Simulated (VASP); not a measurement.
# Sb in VASP: notebook, part 2 of 2

VASP 6.6.1. The steps go on from the part before.

## (3) Single point, PBE+D3(BJ)

This run uses another cell than the first one.

The input, INCAR:

```
PREC = Accurate ; ENCUT = 400
EDIFF = 1E-6 ; ISMEAR = 0
SIGMA = 0.1 ; LREAL = F
LASPH = T ; NELM = 120
ALGO = Normal ; ISIF = 2
LWAVE = F ; LCHARG = F
LDIPOL = T ; IDIPOL = 3
DIPOL = 0.5 0.5 0.500 ; GGA = PE
IVDW = 12 ; NBANDS = 12
GGA_COMPAT = F ; NELMDL = -8
```

The input, KPOINTS:

```
regular mesh
0
Gamma
  6 6 1
```

The input, POSCAR:

```
Sb
1.0
    4.0778707977      0.0000000000      0.0000000000
   -2.0389353989      3.5315397041      0.0000000000
    0.0000000000      0.0000000000     28.0000000000
Sb
2
Direct
    0.3333333333      0.6666666667      0.5293643588
    0.6666666667      0.3333333333      0.4706356412
```

Potentials or basis: VASP PAW PBE potentials, release 64 (Sb).

Launch:

```bash
cat potpaw_PBE.64/Sb/POTCAR > POTCAR
mpirun -np 1 vasp_std > vasp.out
```

OUTCAR:

```text
PREC = Accurate
   ENCUT = 400
   EDIFF = 1E-6
   ISMEAR = 0
   LREAL = F
   LASPH = T
   NELM = 120
   ISIF = 2
   GGA = PE
   IVDW = 12
   NELMDL = -8
 IVDW          = 12

 ion  position               nearest neighbor table
   1  0.333  0.667  0.529-   2 2.87   2 2.87   2 2.87
   2  0.667  0.333  0.471-   1 2.87   1 2.87   1 2.87

  LATTYP: Found a hexagonal cell.
 ALAT       =     4.0778707977
 C/A-ratio  =     6.8663283829

  Lattice vectors:

 A1 = (   4.0778707977,   0.0000000000,   0.0000000000)
 A2 = (  -2.0389353989,   3.5315397041,   0.0000000000)
 A3 = (   0.0000000000,   0.0000000000,  28.0000000000)

Analysis of symmetry for initial positions (statically):
=====================================================================
 Subroutine PRICEL returns:
 Original cell was already a primitive cell.

 Routine SETGRP: Setting up the symmetry group for a
 hexagonal supercell.

 Subroutine GETGRP returns: Found 12 space group operations
 (whereof 12 operations were pure point group operations)
 out of a pool of 24 trial point group operations.

The static configuration has the point symmetry D_3d.

Analysis of symmetry for dynamics (positions and initial velocities):
=====================================================================
 Subroutine PRICEL returns:
 Original cell was already a primitive cell.

 Routine SETGRP: Setting up the symmetry group for a
 hexagonal supercell.

 Subroutine GETGRP returns: Found 12 space group operations
 (whereof 12 operations were pure point group operations)
 out of a pool of 24 trial point group operations.

The dynamic configuration has the point symmetry D_3d.

 Subroutine INISYM returns: Found 12 space group operations
 (whereof 12 operations are pure point group operations),
 and found     1 'primitive' translations

----------------------------------------------------------------------------------------

                                     Primitive cell

  volume of cell :     403.2326

  direct lattice vectors                    reciprocal lattice vectors
     4.077870798  0.000000000  0.000000000     0.245226014  0.141581305  0.000000000
    -2.038935399  3.531539704  0.000000000     0.000000000  0.283162610  0.000000000
     0.000000000  0.000000000 28.000000000     0.000000000  0.000000000  0.035714286

  length of vectors
     4.077870798  4.077870798 28.000000000     0.283162610  0.283162610  0.035714286

  position of ions in fractional coordinates (direct lattice)
     0.333333333  0.666666667  0.529364359
     0.666666667  0.333333333  0.470635641

  ion indices of the primitive-cell ions
   primitive index   ion index
                 1           1
                 2           2

----------------------------------------------------------------------------------------

 KPOINTS: regular mesh

Automatic generation of k-mesh.
 Grid dimensions read from file:
 generate k-points for:    6    6    1

 Generating k-lattice:

  Cartesian coordinates                     Fractional coordinates (reciprocal lattice)
     0.040871002  0.023596884  0.000000000     0.166666667  0.000000000  0.000000000
[... 26 lines left out ...]
   dimension x,y,z NGX =    28 NGY =   28 NGZ =  192
   dimension x,y,z NGXF=    56 NGYF=   56 NGZF=  384
   ions per type =               2
   NGX,Y,Z   is equivalent  to a cutoff of  11.41, 11.41, 11.40 a.u.
   NGXF,Y,Z  is equivalent  to a cutoff of  22.83, 22.83, 22.80 a.u.
 SYSTEM =  unknown system
   PREC   = accura    normal or accurate (medium, high low for compatibility)
   ISTART =      0    job   : 0-new  1-cont  2-samecut
   ICHARG =      2    charge: 1-file 2-atom 10-const
   ISPIN  =      1    spin polarized calculation?
   LNONCOLLINEAR =      F non collinear calculations
   LSORBIT =      F    spin-orbit coupling
   LASPH  =      T    aspherical Exc in radial PAW
   ENCUT  =  400.0 eV  29.40 Ry    5.42 a.u.   6.65  6.65 45.66*2*pi/ulx,y,z
   NELM   =    120;   NELMIN=  2; NELMDL= -8     # of ELM steps
   EDIFF  = 0.1E-05   stopping-criterion for ELM
   LREAL  =      F    real-space projection
   EDIFFG = 0.1E-04   stopping-criterion for IOM
   NSW    =      0    number of steps for IOM
   IBRION =     -1    ionic relax: 0-MD 1-quasi-New 2-CG
   NFREE  =      0    steps in history (QN), initial steepest desc. (CG)
   ISIF   =      2    stress and relaxation
   ISYM   =      2    0-nonsym 1-usesym 2-fastsym
   POTIM  = 0.5000    time-step for ionic-motion
   TEBEG  =    0.0;   TEEND  =   0.0 temperature during run
   PSTRESS=    0.0 pullay stress
   NELECT =      10.0000    total number of electrons
   NUPDOWN=      -1.0000    fix difference up-down
   EMIN   =  10.00;   EMAX   =-10.00  energy-range for DOS
   EFERMI =   0.00;   METHOD = LEGACY
   ISMEAR =     0;   SIGMA  =   0.10  broadening in eV -4-tet -1-fermi 0-gaus
   EFERMI_NEDOS =   21; number of points for ismear=-14 and -15
   IALGO  =     38    algorithm
   IMIX   =      4    mixing-type and parameters
     AMIX     =   0.40;   BMIX     =  1.00
     AMIX_MAG =   1.60;   BMIX_MAG =  1.00
  volume/ion in A,a.u.               =     201.62      1360.57
  Fermi-wavevector in a.u.,A,eV,Ry     =   0.477408  0.902170  3.101017  0.227918
  Thomas-Fermi vector in A             =   1.473326
   LORBIT       =      0    0 simple, 1 ext, 2 COOP (PROOUT), +10 PAW based schemes
   GGA     = PE    functional components
   LHFCALC =     F    Hartree Fock is set to
   AEXX    =    0.0000 exact exchange contribution
   IVDW    =    12    specifies the selected vdW correction
   LEPSILON=     F    determine dielectric tensor
   LRPA    =     F    only Hartree local field effects (RPA)
 non-spin polarized calculation
 Gauss-broadening in eV      SIGMA  =   0.10
  energy-cutoff  :      400.00
  volume of cell :      403.23
 maximum number of plane-waves:      7371
 NGX is ok and might be reduce to    28
   NGX = 13   NGY = 13   NGZ = 91

 number of electron      10.0000000 magnetization

 number of electron       9.9999999 magnetization

 dipolmoment           0.000000      0.000000      0.000000 electrons x Angstroem

 Free energy of the ion-electron system (eV)
  ---------------------------------------------------
  ext. energy  EPLUGINS =         0.00000000
  ---------------------------------------------------
  free energy    TOTEN  =        -8.08156231 eV

  energy without entropy =       -8.08156231  energy(sigma->0) =       -8.08156231

 E-fermi :  -2.6241     XC(G=0):  -1.9454

 val. band max:       -3.0519035648   @ k =   0.0000   0.0000   0.0000
 cond. band min:      -1.8344198172   @ k =   0.3333   0.0000   0.0000
 fundamental gap:      1.2174837477
 Fermi energy:        -2.6241097087

 k-point     1 :       0.0000    0.0000    0.0000
  band No.  band energies     occupation
      1     -14.5034      2.00000
      2      -9.4320      2.00000
      3      -3.7656      2.00000
      4      -3.0519      2.00000
      5      -3.0519      2.00000
      6      -1.4287      0.00000
      7      -0.2459      0.00000
      8      -0.2459      0.00000
      9       1.1599      0.00000
     10       1.4317      0.00000
     11       1.8453      0.00000
     12       2.1129      0.00000
[... 76 lines left out ...]
 k-point     7 :       0.3333    0.3333    0.0000
  band No.  band energies     occupation
      1     -11.6119      2.00000
      2     -11.6119      2.00000
      3      -6.7014      2.00000
      4      -4.9266      2.00000
      5      -4.9266      2.00000
      6      -1.6463      0.00000
      7       0.5025      0.00000
      8       0.5025      0.00000
      9       3.5017      0.00000
     10       4.2623      0.00000
     11       4.2623      0.00000
     12       4.7244      0.00000

------------------------ aborting loop because EDIFF is reached ----------------------------------------

 vacuum level on the upper side and lower side of the slab       (xc-potential included)        -0.007        -0.007

 Edisp (eV)   -0.47104

 E8    (eV) :    -0.2345

  FORCE on cell =-STRESS in cart. coord.  units (eV):
  Direction    XX          YY          ZZ          XY          YZ          ZX
  --------------------------------------------------------------------------------------
  -------------------------------------------------------------------------------------
  Total       0.03448     0.03448     0.13955    -0.00000     0.00000    -0.00000
  in kB       0.13702     0.13702     0.55449    -0.00000     0.00000    -0.00000
  external pressure =        0.28 kB  Pullay stress =        0.00 kB

 VOLUME and BASIS-vectors are now :
 -----------------------------------------------------------------------------
  energy-cutoff  :      400.00
  volume of cell :      403.23
      direct lattice vectors                 reciprocal lattice vectors
     4.077870798  0.000000000  0.000000000     0.245226014  0.141581305  0.000000000
    -2.038935399  3.531539704  0.000000000     0.000000000  0.283162610  0.000000000
     0.000000000  0.000000000 28.000000000     0.000000000  0.000000000  0.035714286

 POSITION                                       TOTAL-FORCE (eV/Angst)
 -----------------------------------------------------------------------------------
     -0.00000      2.35436     14.82220         0.000000      0.000000      0.088305
      2.03894      1.17718     13.17780        -0.000000      0.000000     -0.088305
 -----------------------------------------------------------------------------------
    total drift:                               -0.000000      0.000000     -0.000000

  FREE ENERGIE OF THE ION-ELECTRON SYSTEM (eV)
  ---------------------------------------------------
  free  energy   TOTEN  =        -8.5525991183 eV

  energy  without entropy=       -8.5525991183  energy(sigma->0) =       -8.55259912

 vacuum level on the upper side and lower side of the slab         1.701         1.701
```

OSZICAR:

```text
N       E                     dE             d eps       ncg     rms          rms(c)
DAV:   1     0.512044726777E+02    0.51204E+02   -0.21056E+03   168   0.409E+02
DAV:   2    -0.336839277052E+01   -0.54573E+02   -0.48192E+02   260   0.743E+01
DAV:   3    -0.804783885826E+01   -0.46794E+01   -0.46631E+01   248   0.292E+01
[... 14 lines left out ...]
DAV:  18    -0.808154523890E+01   -0.16450E-04   -0.66497E-07   208   0.232E-03    0.556E-04
DAV:  19    -0.808155355814E+01   -0.83192E-05   -0.47214E-07   212   0.154E-03    0.376E-04
DAV:  20    -0.808155858849E+01   -0.50303E-05   -0.93868E-08   192   0.754E-04    0.209E-04
DAV:  21    -0.808156132236E+01   -0.27339E-05   -0.73620E-08   188   0.600E-04    0.828E-05
DAV:  22    -0.808156231204E+01   -0.98968E-06   -0.20271E-08   176   0.284E-04
   1 F= -.85525991E+01 E0= -.85525991E+01  d E =-.353371E-10
```

Wall time 96 s (1 thread of Intel Xeon 8259CL, shared host); peak memory 0.34 GiB.

What came out:

| Quantity | Value |
| --- | --- |
| Free energy | -8.5526 eV |
| Largest force | 0.088 eV/Å |
| Band gap on the k mesh | 1.22 eV (least direct gap 1.62 eV) |
| Dispersion energy per atom | -0.236 eV |

Forces on the atoms (eV/Å):
```
Sb   0.000  0.000  0.088
Sb   0.000  0.000 -0.088
```

Caveat: spin-orbit coupling is left out, which moves the levels of the heavy elements.
